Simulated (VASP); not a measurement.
A run of VASP 6.6.1 is set up as follows.

INCAR

```
PREC = Accurate
ENCUT = 910
EDIFF = 1E-7
ISMEAR = -1
SIGMA = 0.1
LREAL = F
LASPH = T
NELM = 120
ALGO = Normal
ISIF = 3
LWAVE = F
LCHARG = F
GGA = PS
IBRION = 2
NSW = 80
EDIFFG = -0.01
GGA_COMPAT = F
NELMIN = 4
```

Contents of KPOINTS:

```
Automatic mesh
0
Gamma
  17 17 5
```

Contents of POSCAR:

```
B
1.0
    2.1005919712      0.0000000000      0.0000000000
   -1.0502959856      1.8191660100      0.0000000000
    0.0000000000      0.0000000000      6.8605333778
B
4
Direct
    0.0000000000      0.0000000000      0.0000000000
    0.0000000000      0.0000000000      0.5000000000
    0.3333333333      0.6666666667      0.2500000000
    0.6666666667      0.3333333333      0.7500000000
```

Potentials or basis: VASP PAW PBE potentials, release 64 (B_h).

Run with:

```sh
$ cat potpaw_PBE.64/B_h/POTCAR > POTCAR
$ mpirun -np 1 vasp_std > vasp.out
```

(1) Estimate the space group after relaxing (to 0.05 Å).

(2) Estimate the relaxed cell.

Answers

(1) P6_3/mmc (No. 194).

(2) a = 1.711 Å, b = 1.711 Å, c = 11.735 Å, α = 90.00°, β = 90.00°, γ = 120.00°.
